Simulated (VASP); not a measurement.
Crystal: Al.

```
Al
1.0
     2.82708    0.00000    0.00000
    -1.41354    2.44832    0.00000
     0.00000    0.00000    9.18599
Al
4
Direct
  0.00000 0.00000 0.00000
  0.00000 0.00000 0.50000
  0.33333 0.66667 0.25000
  0.66667 0.33333 0.75000
```

This isn't the form of Al at room conditions, which is fcc.

```yaml
Program: VASP 6.6.1
Task: relaxation of cell and atoms
Functional: PBEsol
Dispersion: D3(BJ)
Potentials_or_basis: VASP PAW PBE potentials, release 64 (Al)
Cutoff: 600 eV
k_mesh: 10 × 10 × 3
Occupations: fermi-dirac, width 0.1 eV
Spin: no spin polarisation
```

At the start: pressure -1.6 GPa; volume 15.90 Å³/atom.

Task: Where does the relaxation end?

Result: Over 5 steps the energy falls by 2.6 meV/atom and the volume is 15.63 Å³/atom (-1.7 %); space group P6_3/mmc (No. 194, to 0.1 Å) before and after.

Step by step:
| step | energy change (eV) | largest force (eV/Å) | pressure (GPa) | volume (Å³) |
| --- | --- | --- | --- | --- |
| 1 | 0.0000 | 0.0000 | -1.55 | 63.58 |
| 2 | -0.0098 | 0.0000 | 0.47 | 62.17 |
| 3 | -0.0101 | 0.0000 | 0.14 | 62.39 |
| 4 | -0.0101 | 0.0000 | 0.11 | 62.41 |
| 5 | -0.0102 | 0.0000 | -0.04 | 62.51 |

Final structure:
```
Al
1.0
     2.79920    0.00000    0.00000
    -1.39960    2.42418    0.00000
     0.00000    0.00000    9.21236
Al
4
Direct
  0.00000 0.00000 0.00000
  0.00000 0.00000 0.50000
  0.33333 0.66667 0.25000
  0.66667 0.33333 0.75000
```

Caveat: the PAW data sets were made with another functional, which shifts forces and pressure a little.
